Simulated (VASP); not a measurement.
Input of a VASP 6.6.1 run:

The input INCAR:

```
ALGO = Normal
EDIFF = 1E-6
ENCUT = 520
GGA = PE
ISIF = 2
ISMEAR = 0
LASPH = True
LCHARG = False
LREAL = False
LWAVE = False
NBANDS = 33
NELM = 100
PREC = Accurate
SIGMA = 0.05
```

Contents of KPOINTS:

```
k-points
0
Gamma
  6 6 10
```

POSCAR

```
TiO2
1.0
    4.8601000000      0.0000000000      0.0000000000
    0.0000000000      4.8601000000      0.0000000000
    0.0000000000      0.0000000000      2.8848000000
Ti O
2 4
Direct
    0.0000000000      0.0000000000      0.0000000000
    0.5000000000      0.5000000000      0.5000000000
    0.3050970583      0.3050970583      0.0000000000
    0.1949029417      0.8050970583      0.5000000000
    0.6949029417      0.6949029417      0.0000000000
    0.8050970583      0.1949029417      0.5000000000
```

Potentials or basis: VASP PAW PBE potentials, release 64 (Ti_sv, O).

The run is started by

```console
$ cat potpaw_PBE.64/Ti_sv/POTCAR potpaw_PBE.64/O/POTCAR > POTCAR
$ mpirun -np 1 vasp_std > vasp.out
```

(1) Estimate the band gap on the k mesh.

(2) Estimate the largest force.

(3) Estimate the pressure.

Answers

(1) 1.82 eV (least direct gap 1.83 eV).

(2) 0.443 eV/Å.

(3) -9.0 GPa.

Caveat: the cell stands under tension.
